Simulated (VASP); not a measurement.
Write the native input for VASP 6.6.1 that does the following.

```
Task                   : single point
Functional             : LDA
Potentials or basis    : VASP PAW LDA potentials, release 64 (Ti_sv, C)
Cutoff                 : 600 eV
k mesh                 : 8 × 8 × 8
Occupations            : methfessel-paxton, width 0.1 eV
Spin                   : no spin polarisation
Dipole correction      : no
Further INCAR settings : ALGO = Normal; EDIFF = 1e-06; NBANDS = 15
```

The structure of TiC lies in POSCAR:

```
TiC
1.0
    0.0675900000      2.1587200000      2.1056100000
    2.2940800000     -0.0189200000      2.1921100000
    2.2008300000      2.1519700000      0.0743300000
Ti C
1 1
Direct
    0.0073453279      0.0015615224      0.9966895956
    0.5135800000      0.5002000000      0.4982600000
```

The input as run:

INCAR

```
SYSTEM = TiC
ALGO     = Normal         ! electronic algorithm
EDIFF    = 1E-6           ! SCF threshold, eV
ENCUT    = 600            ! plane-wave cutoff, eV
GGA      = CA             ! functional
GGA_COMPAT= .False.      
ISIF     = 2              ! what is computed and relaxed
ISMEAR   = 1              ! smearing method
LASPH    = .True.         ! aspherical terms in the spheres
LCHARG   = .False.        ! write CHGCAR
LREAL    = .False.        ! projectors in reciprocal space
LWAVE    = .False.        ! write WAVECAR
NBANDS   = 15             ! bands
NELM     = 120            ! most SCF steps
PREC     = Accurate       ! precision mode
SIGMA    = 0.1            ! smearing width, eV
```

KPOINTS

```
k-points
0
Gamma
  8 8 8
  0 0 0
```

Potentials or basis: VASP PAW LDA potentials, release 64 (Ti_sv, C).

Launch:

```console
$ cat potpaw_LDA.64/Ti_sv/POTCAR potpaw_LDA.64/C/POTCAR > POTCAR
$ mpirun -np 1 vasp_std > vasp.out
```

It gave:

```
Pressure               : -9.9 GPa
Largest force          : 0.199 eV/Å
Band gap on the k mesh : zero (band 8 reaches 10.33 eV, above the bottom of band 9 at 8.90 eV)
```

It took 65 s on 1 thread of AMD EPYC 9R45 96-Core Processor (Zen 5), with other jobs on the host, peak memory 0.18 GiB.
